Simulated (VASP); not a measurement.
Write the native input for VASP 6.6.1 that does the following.

```
Task                   : single point
Functional             : PBE
Potentials or basis    : VASP PAW PBE potentials, release 64 (Ga_d, C)
Cutoff                 : 600 eV
k mesh                 : 4 × 4 × 4
Occupations            : gaussian, width 0.1 eV
Spin                   : collinear spin
Starting moments       : [0.0, 0.0, 1.0, 1.0, 1.0, 1.0] μB
Dipole correction      : no
Further INCAR settings : ALGO = Normal; EDIFF = 1e-06; NBANDS = 34
```

The structure of GaC2 lies in POSCAR:

```
GaC2
1.0
    4.1966150868      0.0000000000      0.0000000000
    0.0000000000      4.1966150868      0.0000000000
    0.0000000000      0.0000000000      4.1966150868
Ga C
2 4
Direct
    0.0000000000      0.0000000000      0.0000000000
    0.5000000000      0.5000000000      0.5000000000
    0.2500000000      0.2500000000      0.2500000000
    0.2500000000      0.7500000000      0.7500000000
    0.7500000000      0.7500000000      0.2500000000
    0.7500000000      0.2500000000      0.7500000000
```

The input as run:

INCAR

```
PREC = Accurate
ENCUT = 600
EDIFF = 1E-6
ISMEAR = 0
SIGMA = 0.1
LREAL = F
LASPH = T
NELM = 200
ALGO = Normal
ISIF = 2
LWAVE = F
LCHARG = T
ISPIN = 2
MAGMOM = 0 0 1 1 1 1
LORBIT = 11
GGA = PE
LELF = T
LVHAR = T
NBANDS = 34
GGA_COMPAT = F
```

KPOINTS

```
Automatic mesh
0
Gamma
  4 4 4
```

Potentials or basis: VASP PAW PBE potentials, release 64 (Ga_d, C).

Launch:

```bash
$ cat potpaw_PBE.64/Ga_d/POTCAR potpaw_PBE.64/C/POTCAR > POTCAR
$ mpirun -np 1 vasp_std > vasp.out
```

Results of the run:

```
Pressure                                              : 27.2 GPa
Band gap on the k mesh                                : zero (filled and empty bands overlap)
Net moment                                            : 0.00 μB per cell
Valence electrons inside the program's atomic spheres : Ga 12.53; C 2.26
```

Caveat: the k points lie up to 0.37 Å⁻¹ apart, too coarse for converged energies and pressures of a metal.

Wall time 62 s on 1 thread of Intel(R) Xeon(R) Platinum 8375C CPU @ 2.90GHz (Ice Lake) (shared host), peak memory 0.25 GiB.
